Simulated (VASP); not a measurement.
A run of VASP 6.6.1:

INCAR

```
ALGO = Normal ; EDIFF = 1E-6
ENCUT = 520 ; GGA = PE
ISIF = 2 ; ISMEAR = 0
LASPH = T ; LCHARG = F
LREAL = F ; LWAVE = F
NBANDS = 16 ; NELM = 60
PREC = Accurate ; SIGMA = 0.05
```

KPOINTS

```
k-points
0
Gamma
  10 10 10
```

File POSCAR:

```
GaN
1.0
    0.0000000000      2.3083520702      2.3083520702
    2.3083520702      0.0000000000      2.3083520702
    2.3083520702      2.3083520702      0.0000000000
Ga N
1 1
Direct
    0.0000000000      0.0000000000      0.0000000000
    0.7500000000      0.7500000000      0.7500000000
```

Potentials or basis: VASP PAW PBE potentials, release 64 (Ga_d, N).

The run is started by

```console
$ cat potpaw_PBE.64/Ga_d/POTCAR potpaw_PBE.64/N/POTCAR > POTCAR
$ mpirun -np 1 vasp_std > vasp.out
```

Hardware: 1 thread of Intel Xeon 6975P-C (shared host).

Problem. How long does it take, and how much memory?

Solution. Wall time 7.7 s on 1 thread of Intel Xeon 6975P-C (shared host), peak memory 0.15 GiB. Counts: scf iterations 13, k points 47.
